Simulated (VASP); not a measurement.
Wanted: the native input for a VASP 6.6.1 run.

* Task: single point
* Functional: PBE
* Potentials or basis: VASP PAW PBE potentials, release 64 (Cs_sv)
* Cutoff: 520 eV
* k mesh: 11 × 11 × 11
* Occupations: fermi-dirac, width 0.05 eV
* Spin: no spin polarisation
* Dipole correction: no
* Further INCAR settings: ALGO = Normal; EDIFF = 1e-07; NBANDS = 10

The structure of Cs lies in POSCAR:

```
Cs
1.0
    5.0212038749      0.0000000000      0.0000000000
    0.0000000000      5.0212038749      0.0000000000
    0.0000000000      0.0000000000      5.0212038749
Cs
1
Direct
    0.0000000000      0.0000000000      0.0000000000
```

This isn't the form of Cs at room conditions, which is bcc.

The input as run:

INCAR

```
SYSTEM = Cs
PREC = Accurate
ENCUT = 520
EDIFF = 1E-7
ISMEAR = -1
SIGMA = 0.05
LREAL = .FALSE.
LASPH = .TRUE.
NELM = 80
ALGO = Normal
ISIF = 2
LWAVE = .FALSE.
LCHARG = .FALSE.
GGA = PE
NBANDS = 10
```

KPOINTS

```
regular mesh
0
G
  11 11 11
  0 0 0
```

Potentials or basis: VASP PAW PBE potentials, release 64 (Cs_sv).

Command:

```console
$ cat potpaw_PBE.64/Cs_sv/POTCAR > POTCAR
$ mpirun -np 1 vasp_std > vasp.out
```

It gave:

| Quantity | Value |
| --- | --- |
| Pressure | 0.0 GPa |
| Band gap on the k mesh | zero (an odd number of electrons rules out a gap without spin polarisation) |

Caveat: spin-orbit coupling is left out, which moves the levels of the heavy elements.

Run time: 58 s on 1 thread of Intel Xeon 8259CL (shared host), peak memory 0.26 GiB.
